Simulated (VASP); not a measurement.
# O (Fd-3m) in VASP: vibrations by perturbation theory with PBEsol

Aim: the vibrations by perturbation theory of O with PBEsol.

Everything below comes from runs of VASP 6.6.1. Logs are shortened: lines on timing, memory, paths and dates and some standing lists are left out, and cuts for length are marked.

**1. The cell of the first run**

It takes space group Fd-3m (No. 227, cubic). Conventional cell: a = 4.342 Å, b = 4.342 Å, c = 4.342 Å, α = 90.00°, β = 90.00°, γ = 90.00°. O (site symmetry -43m) has 4 O at 1.88 Å within 2.5 Å.

**2. Vibrations by perturbation theory, PBEsol**

File INCAR:

```
SYSTEM = O
PREC = Accurate
ENCUT = 520
EDIFF = 1E-8
ISMEAR = -1
SIGMA = 0.1
LREAL = .False.
LASPH = .True.
NELM = 100
ALGO = Normal
ISIF = 2
LWAVE = .False.
LCHARG = .True.
GGA = PS
IBRION = 8
NSW = 1
```

File KPOINTS:

```
Automatic mesh
0
Gamma
  3 3 3
  0 0 0
```

File POSCAR:

```
O
1.0
    0.0000000000      2.1708564400      2.1708564400
    2.1708564400      0.0000000000      2.1708564400
    2.1708564400      2.1708564400      0.0000000000
O
2
Direct
    0.2500000000      0.2500000000      0.2500000000
    0.0000000000      0.0000000000      0.0000000000
```

Potentials or basis: VASP PAW PBE potentials, release 64 (O).

Command:

```sh
$ cat potpaw_PBE.64/O/POTCAR > POTCAR
$ mpirun -np 1 vasp_std > vasp.out
```

OUTCAR:

```text
SYSTEM = O
   PREC = Accurate
   ENCUT = 520
   EDIFF = 1E-8
   ISMEAR = -1
   LREAL = .False.
   LASPH = .True.
   NELM = 100
   ISIF = 2
   GGA = PS
   IBRION = 8
   NSW = 1

 ion  position               nearest neighbor table
   1  0.250  0.250  0.250-   2 1.88   2 1.88   2 1.88   2 1.88
   2  0.000  0.000  0.000-   1 1.88   1 1.88   1 1.88   1 1.88

  LATTYP: Found a face centered cubic cell.
 ALAT       =     4.3417128800

  Lattice vectors:

 A1 = (   0.0000000000,   2.1708564400,   2.1708564400)
 A2 = (   2.1708564400,   0.0000000000,   2.1708564400)
 A3 = (   2.1708564400,   2.1708564400,   0.0000000000)

Analysis of symmetry for initial positions (statically):
=====================================================================
 Subroutine PRICEL returns:
 Original cell was already a primitive cell.

 Routine SETGRP: Setting up the symmetry group for a
 face centered cubic supercell.

 Subroutine GETGRP returns: Found 48 space group operations
 (whereof 24 operations were pure point group operations)
 out of a pool of 48 trial point group operations.

The static configuration has the point symmetry T_d .
 The point group associated with its full space group is O_h .

Analysis of symmetry for dynamics (positions and initial velocities):
=====================================================================
 Subroutine PRICEL returns:
 Original cell was already a primitive cell.

 Routine SETGRP: Setting up the symmetry group for a
 face centered cubic supercell.

 Subroutine GETGRP returns: Found 48 space group operations
 (whereof 24 operations were pure point group operations)
 out of a pool of 48 trial point group operations.

The dynamic configuration has the point symmetry T_d .
 The point group associated with its full space group is O_h .

 Subroutine INISYM returns: Found 48 space group operations
 (whereof 24 operations are pure point group operations),
 and found     1 'primitive' translations

----------------------------------------------------------------------------------------

                                     Primitive cell

  volume of cell :      20.4608

  direct lattice vectors                    reciprocal lattice vectors
     0.000000000  2.170856440  2.170856440    -0.230323844  0.230323844  0.230323844
     2.170856440  0.000000000  2.170856440     0.230323844 -0.230323844  0.230323844
     2.170856440  2.170856440  0.000000000     0.230323844  0.230323844 -0.230323844

  length of vectors
     3.070054619  3.070054619  3.070054619     0.398932600  0.398932600  0.398932600

  position of ions in fractional coordinates (direct lattice)
     0.250000000  0.250000000  0.250000000
     0.000000000  0.000000000  0.000000000

  ion indices of the primitive-cell ions
   primitive index   ion index
                 1           1
                 2           2

----------------------------------------------------------------------------------------

 KPOINTS: Automatic mesh

Automatic generation of k-mesh.
 Grid dimensions read from file:
 generate k-points for:    3    3    3

 Generating k-lattice:

  Cartesian coordinates                     Fractional coordinates (reciprocal lattice)
    -0.076774615  0.076774615  0.076774615     0.333333333  0.000000000  0.000000000
     0.076774615 -0.076774615  0.076774615     0.000000000  0.333333333  0.000000000
     0.076774615  0.076774615 -0.076774615     0.000000000  0.000000000  0.333333333

  Length of vectors
     0.132977533  0.132977533  0.132977533

  Shift w.r.t. Gamma in fractional coordinates (k-lattice)
     0.000000000  0.000000000  0.000000000

 Subroutine IBZKPT returns following result:
 ===========================================

 Found      4 irreducible k-points:

 Following reciprocal coordinates:
            Coordinates               Weight
  0.000000  0.000000  0.000000      1.000000
  0.333333  0.000000  0.000000      8.000000
  0.333333  0.333333  0.000000      6.000000
 -0.333333  0.333333  0.000000     12.000000
   k-points           NKPTS =      4   k-points in BZ     NKDIM =      4   number of bands    NBANDS=     10
   number of dos      NEDOS =    301   number of ions     NIONS =      2
   total plane-waves  NPLWV =  13824
   dimension x,y,z NGX =    24 NGY =   24 NGZ =   24
   dimension x,y,z NGXF=    48 NGYF=   48 NGZF=   48
   ions per type =               2
   NGX,Y,Z   is equivalent  to a cutoff of  13.00, 13.00, 13.00 a.u.
   NGXF,Y,Z  is equivalent  to a cutoff of  25.99, 25.99, 25.99 a.u.
 SYSTEM =  O
   PREC   = accura    normal or accurate (medium, high low for compatibility)
   ISTART =      0    job   : 0-new  1-cont  2-samecut
   ICHARG =      2    charge: 1-file 2-atom 10-const
   ISPIN  =      1    spin polarized calculation?
   LNONCOLLINEAR =      F non collinear calculations
   LSORBIT =      F    spin-orbit coupling
   LASPH  =      T    aspherical Exc in radial PAW
   ENCUT  =  520.0 eV  38.22 Ry    6.18 a.u.   5.71  5.71  5.71*2*pi/ulx,y,z
   NELM   =    100;   NELMIN=  2; NELMDL= -5     # of ELM steps
   EDIFF  = 0.1E-07   stopping-criterion for ELM
   LREAL  =      F    real-space projection
   EDIFFG = 0.1E-06   stopping-criterion for IOM
   NSW    =      1    number of steps for IOM
   IBRION =      8    ionic relax: 0-MD 1-quasi-New 2-CG
   NFREE  =      0    steps in history (QN), initial steepest desc. (CG)
   ISIF   =      2    stress and relaxation
   ISYM   =      2    0-nonsym 1-usesym 2-fastsym
   POTIM  = 0.5000    time-step for ionic-motion
   TEBEG  =    0.0;   TEEND  =   0.0 temperature during run
   PSTRESS=    0.0 pullay stress
   NELECT =      12.0000    total number of electrons
   NUPDOWN=      -1.0000    fix difference up-down
   EMIN   =  10.00;   EMAX   =-10.00  energy-range for DOS
   EFERMI =   0.00;   METHOD = LEGACY
   ISMEAR =    -1;   SIGMA  =   0.10  broadening in eV -4-tet -1-fermi 0-gaus
   EFERMI_NEDOS =   21; number of points for ismear=-14 and -15
   IALGO  =     38    algorithm
   IMIX   =      4    mixing-type and parameters
     AMIX     =   0.40;   BMIX     =  1.00
     AMIX_MAG =   1.60;   BMIX_MAG =  1.00
  volume/ion in A,a.u.               =      10.23        69.04
  Fermi-wavevector in a.u.,A,eV,Ry     =   1.370337  2.589562 25.549351  1.877824
  Thomas-Fermi vector in A             =   2.496132
   LORBIT       =      0    0 simple, 1 ext, 2 COOP (PROOUT), +10 PAW based schemes
   GGA     = PS    functional components
   LHFCALC =     F    Hartree Fock is set to
   AEXX    =    0.0000 exact exchange contribution
   IVDW    =     0    specifies the selected vdW correction
   LEPSILON=     F    determine dielectric tensor
   LRPA    =     F    only Hartree local field effects (RPA)
 non-spin polarized calculation
  energy-cutoff  :      520.00
  volume of cell :       20.46
 maximum number of plane-waves:       556
   NGX = 11   NGY = 11   NGZ = 11

--------------------------------------- Ionic step        1  -------------------------------------------

 number of electron      11.9999993 magnetization

 Free energy of the ion-electron system (eV)
  ---------------------------------------------------
  ext. energy  EPLUGINS =         0.00000000
  ---------------------------------------------------
  free energy    TOTEN  =        -6.72761911 eV

  energy without entropy =       -6.64563100  energy(sigma->0) =       -6.68662506

 E-fermi :   1.0054     XC(G=0): -10.4529

 val. band max:        0.4008911816   @ k =  -0.3333   0.3333   0.0000
 cond. band min:       1.0569157779   @ k =   0.3333   0.0000   0.0000
 fundamental gap:      0.6560245963
 Fermi energy:         1.0053789074

 k-point     1 :       0.0000    0.0000    0.0000
  band No.  band energies     occupation
      1     -20.9480      2.00000
      2     -12.4641      2.00000
      3      -3.1315      2.00000
      4      -3.1315      2.00000
      5      -3.1315      2.00000
      6       0.1423      1.99964
      7       0.1423      1.99964
      8       0.1423      1.99964
      9      10.5390      0.00000
     10      24.4773      0.00000

 k-point     2 :       0.3333    0.0000    0.0000
  band No.  band energies     occupation
      1     -19.7472      2.00000
      2     -14.5314      2.00000
      3      -4.0917      2.00000
      4      -3.9167      2.00000
      5      -3.9167      2.00000
      6       1.0569      0.74787
      7       1.0569      0.74787
      8       1.5222      0.01132
      9      12.9802      0.00000
     10      18.5942      0.00000

 k-point     3 :       0.3333    0.3333    0.0000
  band No.  band energies     occupation
      1     -19.2150      2.00000
      2     -15.2044      2.00000
      3      -4.8663      2.00000
      4      -4.8663      2.00000
      5      -1.7898      2.00000
      6      -1.0698      2.00000
      7       2.1592      0.00002
      8       2.1592      0.00002
      9      13.4215      0.00000
     10      15.2245      0.00000

 k-point     4 :      -0.3333    0.3333    0.0000
  band No.  band energies     occupation
      1     -18.2405      2.00000
      2     -16.3604      2.00000
      3      -6.0735      2.00000
      4      -4.6964      2.00000
      5      -1.9290      2.00000
      6       0.4009      1.99527
      7       2.0078      0.00009
      8       2.3770      0.00000
      9      13.6779      0.00000
     10      15.3505      0.00000

------------------------ aborting loop because EDIFF is reached ----------------------------------------

  FORCE on cell =-STRESS in cart. coord.  units (eV):
  Direction    XX          YY          ZZ          XY          YZ          ZX
  --------------------------------------------------------------------------------------
  -------------------------------------------------------------------------------------
  Total        0.0265769      0.0265769      0.0265769      0.0000000      0.0000000      0.0000000
  in kB        2.0810916      2.0810916      2.0810916      0.0000000      0.0000000      0.0000000
  external PRESSURE =       2.0810916 kB  Pullay stress =       0.0000000 kB

 VOLUME and BASIS-vectors are now :
 -----------------------------------------------------------------------------
  energy-cutoff  :      520.00
  volume of cell :       20.46
      direct lattice vectors                 reciprocal lattice vectors
     0.000000000  2.170856440  2.170856440    -0.230323844  0.230323844  0.230323844
     2.170856440  0.000000000  2.170856440     0.230323844 -0.230323844  0.230323844
     2.170856440  2.170856440  0.000000000     0.230323844  0.230323844 -0.230323844

 POSITION                                       TOTAL-FORCE (eV/Angst)
 -----------------------------------------------------------------------------------
      1.08543      1.08543      1.08543        -0.000000      0.000000     -0.000000
      0.00000      0.00000      0.00000         0.000000     -0.000000      0.000000
 -----------------------------------------------------------------------------------
    total drift:                               -0.000000      0.000000      0.000000

  FREE ENERGIE OF THE ION-ELECTRON SYSTEM (eV)
  ---------------------------------------------------
  free  energy   TOTEN  =        -6.7276191148 eV

  energy  without entropy=       -6.6456310012  energy(sigma->0) =       -6.68662506

[... ionic steps 2 to 3 ...]

--------------------------------------- Ionic step        4  -------------------------------------------

 Free energy of the ion-electron system (eV)
  ---------------------------------------------------
  ---------------------------------------------------
  free energy    TOTEN  =        -0.35713364 eV

  energy without entropy =       -0.35713365

------------------------ aborting loop because EDIFF is reached ----------------------------------------

 INTERNAL STRAIN TENSOR  FOR ION    1  DIRECTION 1   (eV/Angst):
 -----------------------------------------------------------------------------
    -0.19930 -0.00000  0.00000
    -0.00000  0.10367 40.73338
     0.00000 40.73338  0.10367

 INTERNAL STRAIN TENSOR FOR ION    2 for displacements in x,y,z  (eV/Angst):
          X           Y           Z          XY          YZ          ZX
  --------------------------------------------------------------------------------
  x     0.00000     0.00000     0.00000     0.00000   -40.73338     0.00000
  y     0.00000     0.00000     0.00000    -0.00000     0.00000   -40.73338
  z     0.00000     0.00000     0.00000   -40.73338     0.00000     0.00000

 SECOND DERIVATIVES (NOT SYMMETRIZED)
 ------------------------------------
               1X          1Y          1Z          2X          2Y          2Z
  1X    53.469607    0.000000    0.000000  -53.469607    0.000000    0.000000
  1Y     0.000000   53.469607    0.000000    0.000000  -53.469607    0.000000
  1Z     0.000000    0.000000   53.469607    0.000000    0.000000  -53.469607
  2X   -53.469607    0.000000    0.000000   53.469607    0.000000    0.000000
  2Y     0.000000  -53.469607    0.000000    0.000000   53.469607    0.000000
  2Z     0.000000    0.000000  -53.469607    0.000000    0.000000   53.469607

 Eigenvectors and eigenvalues of the dynamical matrix
 ----------------------------------------------------

   1 f  =    0.000000 THz     0.000000 2PiTHz    0.000000 cm-1     0.000000 meV
             X         Y         Z           dx          dy          dz
      1.085428  1.085428  1.085428     0.000000   -0.707107    0.000000
      0.000000  0.000000  0.000000     0.000000   -0.707107    0.000000

   2 f  =    0.000000 THz     0.000000 2PiTHz    0.000000 cm-1     0.000000 meV
             X         Y         Z           dx          dy          dz
      1.085428  1.085428  1.085428    -0.707107    0.000000    0.000000
      0.000000  0.000000  0.000000    -0.707107    0.000000    0.000000

   3 f  =    0.000000 THz     0.000000 2PiTHz    0.000000 cm-1     0.000000 meV
             X         Y         Z           dx          dy          dz
      1.085428  1.085428  1.085428     0.000000    0.000000   -0.707107
      0.000000  0.000000  0.000000     0.000000    0.000000   -0.707107

   4 f/i=   40.416549 THz   253.944666 2PiTHz 1348.150956 cm-1   167.149340 meV
             X         Y         Z           dx          dy          dz
      1.085428  1.085428  1.085428     0.000000    0.707107    0.000000
      0.000000  0.000000  0.000000     0.000000   -0.707107    0.000000

   5 f/i=   40.416549 THz   253.944666 2PiTHz 1348.150956 cm-1   167.149340 meV
             X         Y         Z           dx          dy          dz
      1.085428  1.085428  1.085428     0.000000    0.000000   -0.707107
      0.000000  0.000000  0.000000     0.000000    0.000000    0.707107

   6 f/i=   40.416549 THz   253.944666 2PiTHz 1348.150956 cm-1   167.149340 meV
             X         Y         Z           dx          dy          dz
      1.085428  1.085428  1.085428    -0.707107    0.000000    0.000000
      0.000000  0.000000  0.000000     0.707107    0.000000    0.000000

--------------------------------------------------------------------------------------------------------

 ELASTIC MODULI CONTR FROM IONIC RELAXATION (kBar)
 Direction    XX          YY          ZZ          XY          YZ          ZX
 --------------------------------------------------------------------------------
 XX           0.0000      0.0000      0.0000      0.0000      0.0000      0.0000
 YY           0.0000      0.0000      0.0000      0.0000      0.0000      0.0000
 ZZ           0.0000      0.0000      0.0000      0.0000      0.0000      0.0000
 XY           0.0000      0.0000      0.0000      0.0000      0.0000      0.0000
 YZ           0.0000      0.0000      0.0000      0.0000      0.0000      0.0000
 ZX           0.0000      0.0000      0.0000      0.0000      0.0000      0.0000
 --------------------------------------------------------------------------------
```

Run time: 7 s. Hardware: 1 thread of Intel Xeon 6975P-C, shared host; peak memory 0.13 GiB.

What came out:

* Highest phonon frequency at Γ: 0 cm⁻¹
* Most unstable mode: 1348i cm⁻¹

Phonon frequencies in cm⁻¹ (negative: imaginary):
```
              q point              frequencies
(0.000, 0.000, 0.000)  -1348 -1348 -1348 0 0 0
```

Caveat: the k points lie up to 0.84 Å⁻¹ apart; some modes are imaginary; the PAW data sets were made with another functional, which shifts forces and pressure a little.
